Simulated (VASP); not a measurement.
MgCd2SeS2:

```
Mg Cd Se S
1.0
     4.50628    0.00000    0.00000
     0.00000    4.50628    0.00000
     0.00000    0.00000    5.94912
Mg Cd Se S
1 2 1 2
Direct
  0.00000 0.00000 0.00000
  0.00000 0.50000 0.50000
  0.50000 0.00000 0.50000
  0.00000 0.00000 0.50000
  0.50000 0.50000 0.77140
  0.50000 0.50000 0.22860
```

The cell was built from a structure type or drawn by symmetry, and may not be a known phase.

* Program: VASP 6.6.1
* Task: relaxation of cell and atoms
* Functional: PBE
* Potentials or basis: VASP PAW PBE potentials, release 64 (Mg, Cd, Se, S)
* Cutoff: 600 eV
* k mesh: 4 × 4 × 4
* Occupations: gaussian, width 0.1 eV
* Spin: no spin polarisation

At the start: pressure 26.5 GPa; volume 20.13 Å³/atom.

Q: Where does the relaxation end?

A: Over 14 steps the energy falls by 640.7 meV/atom and the volume is 25.03 Å³/atom (+24.3 %); space group P4/mmm (No. 123, to 0.1 Å) before and after.

Step by step:
| step | energy change (eV) | largest force (eV/Å) | pressure (GPa) | volume (Å³) |
| --- | --- | --- | --- | --- |
| 1 | 0.0000 | 0.6489 | 26.50 | 120.81 |
| 2 | -2.6751 | 0.0555 | -5.64 | 187.44 |
| 3 | -3.1141 | 0.3166 | -0.88 | 160.31 |
| 4 | -3.1159 | 0.3061 | -1.53 | 162.73 |
| 5 | -3.1165 | 0.3108 | -1.30 | 161.82 |
| 6 | -3.3469 | 0.1157 | -0.89 | 158.16 |
| 7 | -3.8079 | 0.3040 | 1.55 | 146.03 |
| 8 | -3.8079 | 0.1981 | 0.64 | 148.55 |
| 9 | -3.8177 | 0.2571 | 1.08 | 147.25 |
| 10 | -3.8350 | 0.1882 | -0.30 | 151.57 |
| 11 | -3.8361 | 0.2069 | -0.04 | 150.70 |
| 12 | -3.8422 | 0.1087 | -0.16 | 151.05 |
| 13 | -3.8434 | 0.0484 | -0.23 | 151.29 |
| 14 | -3.8444 | 0.0001 | 0.13 | 150.17 |

Final structure:
```cif
data_structure
_symmetry_space_group_name_H-M 'P 1'
_symmetry_Int_Tables_number 1
_cell_length_a 5.3534
_cell_length_b 5.3534
_cell_length_c 5.2397
_cell_angle_alpha 90.000
_cell_angle_beta 90.000
_cell_angle_gamma 90.000
_cell_volume 150.17
loop_
_atom_site_label
_atom_site_type_symbol
_atom_site_fract_x
_atom_site_fract_y
_atom_site_fract_z
_atom_site_occupancy
Mg1 Mg 0.00000 0.00000 0.00000 1
Cd1 Cd 0.00000 0.50000 0.50000 1
Cd2 Cd 0.50000 0.00000 0.50000 1
Se1 Se 0.00000 0.00000 0.50000 1
S1 S 0.50000 0.50000 0.75653 1
S2 S 0.50000 0.50000 0.24347 1
```

Caveat: the volume moved by over 15 % at a fixed basis, so the end points are rough.
